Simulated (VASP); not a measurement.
# La (Fd-3m) in VASP: further runs, part 2 of 2

VASP 6.6.1. The steps go on from the part before.

**4. Relaxation of cell and atoms, PBE, target pressure 4.4 GPa, at which the enthalpy is minimised**

The input, INCAR:

```
PREC     = Accurate       # precision mode
ENCUT    = 600            # plane-wave cutoff, eV
EDIFF    = 1E-7           # SCF threshold, eV
ISMEAR   = -1             # smearing method
SIGMA    = 0.05           # smearing width, eV
LREAL    = False          # projectors in reciprocal space
LASPH    = True           # aspherical terms in the spheres
NELM     = 60             # most SCF steps
ALGO     = Normal         # electronic algorithm
ISIF     = 3              # what is computed and relaxed
LWAVE    = False          # write WAVECAR
LCHARG   = False          # write CHGCAR
GGA      = PE             # functional
IBRION   = 2              # ionic algorithm
NSW      = 32             # ionic steps
EDIFFG   = -0.005         # ionic threshold
PSTRESS  = 44.0
```

The input, KPOINTS:

```
Automatic mesh
0
Gamma
  10 10 10
```

The input, POSCAR:

```
La
1.0
    0.0000000000      3.2529503658      3.2529503658
    3.2529503658      0.0000000000      3.2529503658
    3.2529503658      3.2529503658      0.0000000000
La
2
Direct
   -0.1250000000     -0.1250000000     -0.1250000000
    0.1250000000      0.1250000000      0.1250000000
```

Potentials or basis: VASP PAW PBE potentials, release 64 (La).

Command:

```bash
$ cat potpaw_PBE.64/La/POTCAR > POTCAR
$ mpirun -np 1 vasp_std > vasp.out
```

OUTCAR:

```text
PREC = Accurate
   ENCUT = 600
   EDIFF = 1E-7
   ISMEAR = -1
   LREAL = False
   LASPH = True
   NELM = 60
   ISIF = 3
   GGA = PE
   IBRION = 2
   NSW = 32
   EDIFFG = -0.005
   PSTRESS = 44.0

 ion  position               nearest neighbor table
   1  0.875  0.875  0.875-   2 2.82   2 2.82   2 2.82   2 2.82
   2  0.125  0.125  0.125-   1 2.82   1 2.82   1 2.82   1 2.82

  LATTYP: Found a face centered cubic cell.
 ALAT       =     6.5059007316

  Lattice vectors:

 A1 = (   0.0000000000,   3.2529503658,   3.2529503658)
 A2 = (   3.2529503658,   0.0000000000,   3.2529503658)
 A3 = (   3.2529503658,   3.2529503658,   0.0000000000)

Analysis of symmetry for initial positions (statically):
[... 6 lines left out ...]

 Subroutine GETGRP returns: Found 48 space group operations
 (whereof 12 operations were pure point group operations)
 out of a pool of 48 trial point group operations.

The static configuration has the point symmetry D_3d.
 The point group associated with its full space group is O_h .

Analysis of symmetry for dynamics (positions and initial velocities):
[... 6 lines left out ...]

 Subroutine GETGRP returns: Found 48 space group operations
 (whereof 12 operations were pure point group operations)
 out of a pool of 48 trial point group operations.

The dynamic configuration has the point symmetry D_3d.
 The point group associated with its full space group is O_h .

 Subroutine INISYM returns: Found 48 space group operations
 (whereof 12 operations are pure point group operations),
 and found     1 'primitive' translations

----------------------------------------------------------------------------------------

                                     Primitive cell

  volume of cell :      68.8434

  direct lattice vectors                    reciprocal lattice vectors
     0.000000000  3.252950366  3.252950366    -0.153706618  0.153706618  0.153706618
     3.252950366  0.000000000  3.252950366     0.153706618 -0.153706618  0.153706618
[... 116 lines left out ...]
 conjugate gradient relaxation of ions
 non-spin polarized calculation
  energy-cutoff  :      600.00
  volume of cell :       68.84
 maximum number of plane-waves:      2332
 NGX is ok and might be reduce to    40
   NGX = 19   NGY = 19   NGZ = 19

--------------------------------------- Ionic step        1  -------------------------------------------

 number of electron      21.9999999 magnetization

 Free energy of the ion-electron system (eV)
  ---------------------------------------------------
  ext. energy  EPLUGINS =         0.00000000
  ---------------------------------------------------
  free energy    TOTEN  =        -7.67549535 eV

  energy without entropy =       -7.66379050  energy(sigma->0) =       -7.66964292

------------------------ aborting loop because EDIFF is reached ----------------------------------------

  FORCE on cell =-STRESS in cart. coord.  units (eV):
  Direction    XX          YY          ZZ          XY          YZ          ZX
  --------------------------------------------------------------------------------------
  -------------------------------------------------------------------------------------
  Total        1.8473329      1.8473329      1.8473329      0.0000000      0.0000000      0.0000000
  in kB       42.9925742     42.9925742     42.9925742      0.0000000      0.0000000      0.0000000
  external PRESSURE =      -1.0074258 kB  Pullay stress =      44.0000000 kB
[... 63 lines left out ...]
--------------------------------------- Ionic step        3  -------------------------------------------

 number of electron      21.9999999 magnetization

 Free energy of the ion-electron system (eV)
  ---------------------------------------------------
  ext. energy  EPLUGINS =         0.00000000
  ---------------------------------------------------
  free energy    TOTEN  =        -7.67255908 eV

  energy without entropy =       -7.66089341  energy(sigma->0) =       -7.66672625

 E-fermi :   8.1875     XC(G=0):  -9.6094

 val. band max:        8.1859564605   @ k =   0.4000   0.0000   0.0000
 cond. band min:       8.2203755443   @ k =   0.4000   0.4000   0.0000
 fundamental gap:      0.0344190838
 Fermi energy:         8.1875294780

 k-point     1 :       0.0000    0.0000    0.0000
  band No.  band energies     occupation
      1     -25.4629      2.00000
      2     -23.3456      2.00000
      3      -9.6589      2.00000
      4      -9.6589      2.00000
      5      -9.6589      2.00000
      6      -7.2284      2.00000
      7      -7.2284      2.00000
      8      -7.2284      2.00000
      9       5.8385      2.00000
     10       7.3638      2.00000
     11       7.3638      2.00000
     12       9.1426      0.00000
     13       9.1426      0.00000
     14       9.1426      0.00000
[... 401 lines left out ...]
      2     -24.0156      2.00000
      3     -10.2302      2.00000
      4     -10.1963      2.00000
      5      -8.8986      2.00000
      6      -7.8058      2.00000
      7      -6.3958      2.00000
      8      -6.3642      2.00000
      9       6.0729      2.00000
     10       7.0382      2.00000
     11       8.1794      1.08122
     12       8.4154      0.02076
     13       8.6751      0.00012
     14       9.5396      0.00000
     15       9.6592      0.00000

 [... further k-points ...]
[... 5 lines left out ...]
  --------------------------------------------------------------------------------------
  -------------------------------------------------------------------------------------
  Total        1.8883327      1.8883327      1.8883327     -0.0000000      0.0000000     -0.0000000
  in kB       44.0159228     44.0159228     44.0159228     -0.0000000      0.0000000     -0.0000000
  external PRESSURE =       0.0159228 kB  Pullay stress =      44.0000000 kB
[... 21 lines left out ...]
  energy  without entropy=       -7.6608934105  energy(sigma->0) =       -7.66672625

  enthalpy is  TOTEN    =        -5.7849094425 eV   P V=        1.8876496419

 reached required accuracy - stopping structural energy minimisation
```

OSZICAR:

```text
N       E                     dE             d eps       ncg     rms          rms(c)
DAV:   1     0.263514378156E+03    0.26351E+03   -0.89787E+03  1434   0.233E+03
[... 24 lines left out ...]
DAV:   1    -0.767293502774E+01   -0.33577E-02   -0.10733E-02  1886   0.113E+00    0.104E-01
DAV:   2    -0.767260752255E+01    0.32751E-03   -0.14619E-03  2573   0.529E-01    0.344E-02
DAV:   3    -0.767256445724E+01    0.43065E-04   -0.27076E-04  2325   0.187E-01    0.816E-03
DAV:   4    -0.767256032040E+01    0.41368E-05   -0.25739E-05  2713   0.605E-02    0.382E-03
DAV:   5    -0.767255974435E+01    0.57604E-06   -0.46365E-06  2636   0.211E-02    0.209E-03
DAV:   6    -0.767255874307E+01    0.10013E-05   -0.12583E-06  2650   0.121E-02    0.807E-04
DAV:   7    -0.767255912474E+01   -0.38167E-06   -0.11307E-07  1678   0.551E-03    0.335E-04
DAV:   8    -0.767255908445E+01    0.40295E-07   -0.18226E-08  1573   0.350E-03
   3 F= -.57849094E+01 E0= -.57790766E+01  d E =-.347596E-04
```

Run time: 2.2 min. Hardware: 1 thread of AMD EPYC 9R45 (Zen 5), shared host; peak memory 0.25 GiB.

Results:

* Free energy: -7.6726 eV
* Relaxed volume: 34.37 Å³/atom
* Relaxed cell: a = 4.598 Å, b = 4.598 Å, c = 4.598 Å, α = 60.00°, β = 60.00°, γ = 60.00°
* Space group after relaxing (to 0.05 Å): Fd-3m (No. 227)
* Energy change on relaxing (the enthalpy is what falls): +1.5 meV/atom
* Ionic steps: 3
* Pressure after relaxing: 4.4 GPa
* Band gap on the k mesh: zero (band 11 reaches 8.22 eV, above the bottom of band 12 at 8.04 eV)

Step by step:
```
step  energy change (eV)  largest force (eV/Å)  pressure (GPa)  volume (Å³)
   1              0.0000                0.0000            4.30        68.84
   2              0.0059                0.0000            4.51        68.63
   3              0.0029                0.0000            4.40        68.74
```

Final structure:
```xyz
2
Lattice="0.0000 3.2512 3.2512 3.2512 0.0000 3.2512 3.2512 3.2512 0.0000" Properties=species:S:1:pos:R:3 pbc="T T T"
La    5.6897    5.6897    5.6897
La    0.8128    0.8128    0.8128
```

Levels at points of the mesh, in eV from the Fermi level:
```tsv
k point	band 9	band 10	band 11	band 12	band 13	band 14
(0.00, 0.00, 0.00)	-2.35	-0.82	-0.82	0.96	0.96	0.96
(0.50, 0.00, 0.00)	-1.27	-0.67	-0.67	-0.15	0.05	0.05
(0.50, 0.50, 0.00)	-1.84	-1.84	-0.15	-0.15	0.76	0.76
```

Caveat: the cell is relaxed towards a set pressure, so the enthalpy falls and the energy may rise; spin-orbit coupling is left out, which moves the levels of the heavy elements.

**5. Relaxation of cell and atoms, PBE, target pressure 4.4 GPa, at which the enthalpy is minimised**

This run uses another cell than the first one, of 39.16 Å³/atom, 1.138 times its volume.

The input, INCAR:

```
SYSTEM = La
PREC     = Accurate       ! precision mode
ENCUT    = 600            ! plane-wave cutoff, eV
EDIFF    = 1E-7           ! SCF threshold, eV
ISMEAR   = -1             ! smearing method
SIGMA    = 0.05           ! smearing width, eV
LREAL    = .False.        ! projectors in reciprocal space
LASPH    = .True.         ! aspherical terms in the spheres
NELM     = 80             ! most SCF steps
ALGO     = Normal         ! electronic algorithm
ISIF     = 3              ! what is computed and relaxed
LWAVE    = .False.        ! write WAVECAR
LCHARG   = .False.        ! write CHGCAR
GGA      = PE             ! functional
IBRION   = 2              ! ionic algorithm
NSW      = 60             ! ionic steps
EDIFFG   = -0.005         ! ionic threshold
PSTRESS  = 44.0
```

The input, KPOINTS:

```
regular mesh
0
Gamma
  10 10 10
  0 0 0
```

The input, POSCAR:

```
La
1.0
    0.0000000000      3.3957219141      3.3957219141
    3.3957219141      0.0000000000      3.3957219141
    3.3957219141      3.3957219141      0.0000000000
La
2
Direct
   -0.1250000000     -0.1250000000     -0.1250000000
    0.1250000000      0.1250000000      0.1250000000
```

Command:

```bash
$ cat potpaw_PBE.64/La/POTCAR > POTCAR
$ mpirun -np 1 vasp_std > vasp.out
```

Wall time 9.3 min (1 thread of AMD EPYC 9R45 (Zen 5), shared host); peak memory 0.27 GiB.

It converged, with:

```yaml
Free_energy: -7.6734 eV
Relaxed_volume: 34.37 Å³/atom
Relaxed_cell: a = 4.598 Å, b = 4.598 Å, c = 4.598 Å, α = 60.00°, β = 60.00°, γ = 60.00°
Space_group_after_relaxing_to_0.05_Å: Fd-3m (No. 227)
Energy_change_on_relaxing_the_enthalpy_is_what_falls: +23.1 meV/atom
Ionic_steps: 14
Pressure_after_relaxing: 4.4 GPa
Band_gap_on_the_k_mesh: zero (band 11 reaches 8.22 eV, above the bottom of band 12 at 8.04 eV)
```

The path:
| step | energy change (eV) | largest force (eV/Å) | pressure (GPa) | volume (Å³) |
| --- | --- | --- | --- | --- |
| 1 | 0.0000 | 0.0000 | -1.91 | 78.31 |
| 2 | 0.3953 | 0.0000 | 13.24 | 62.10 |
| 3 | 0.0425 | 0.0000 | 4.27 | 68.87 |
| 4 | 0.0474 | 0.0000 | 4.44 | 68.69 |
| 5 | 0.0451 | 0.0000 | 4.51 | 68.78 |
| 6 | 0.0382 | 0.0000 | 4.10 | 69.03 |
| 7 | 0.0432 | 0.0000 | 4.29 | 68.85 |
| 8 | 0.0441 | 0.0000 | 4.32 | 68.81 |
| 9 | 0.0446 | 0.0000 | 4.34 | 68.79 |
| 10 | 0.0448 | 0.0000 | 4.35 | 68.79 |
| 11 | 0.0449 | 0.0000 | 4.35 | 68.78 |
| 12 | 0.0450 | 0.0000 | 4.35 | 68.78 |
| 13 | 0.0471 | 0.0000 | 4.43 | 68.70 |
| 14 | 0.0463 | 0.0000 | 4.40 | 68.73 |

Final structure:
```
La
1.0
     0.00000    3.25119    3.25119
     3.25119    0.00000    3.25119
     3.25119    3.25119    0.00000
La
2
Cartesian
  5.6896 5.6896 5.6896
  0.8128 0.8128 0.8128
```

Levels at points of the mesh, in eV from the Fermi level:
```csv
k point,band 9,band 10,band 11,band 12,band 13,band 14
"(0.00, 0.00, 0.00)",-2.35,-0.82,-0.82,0.96,0.96,0.96
"(0.50, 0.00, 0.00)",-1.27,-0.67,-0.67,-0.15,0.05,0.05
"(0.50, 0.50, 0.00)",-1.84,-1.84,-0.15,-0.15,0.76,0.76
```

Caveat: the cell is relaxed towards a set pressure, so the enthalpy falls and the energy may rise; spin-orbit coupling is left out, which moves the levels of the heavy elements.

**6. The runs side by side**

```csv
task,cell,cutoff (eV),gap on the mesh (eV),pressure (GPa)
single point,"a = 4.600 Å, angles 60.0°, 2 atoms",520,none,4.3
single point,"a = 4.601 Å, angles 60.0°, 2 atoms",520,none,4.3
relaxation of cell and atoms,"relaxed to 4.4 GPa from a = 4.600 Å, angles 60.0°, 2 atoms",600,none,4.4
relaxation of cell and atoms,"relaxed to 4.4 GPa from a = 4.802 Å, angles 60.0°, 2 atoms",600,none,4.4
```

Alike in all rows: level PBE; potentials or basis VASP PAW PBE potentials, release 64 (La); no spin polarisation; k mesh 10 × 10 × 10; smearing fermi-dirac 0.05 eV.

Caveats: spin-orbit coupling is left out, which moves the levels of the heavy elements; the cell is relaxed towards a set pressure, so the enthalpy falls and the energy may rise (some runs).

Absolute energies hang on the potentials; compare differences alone.
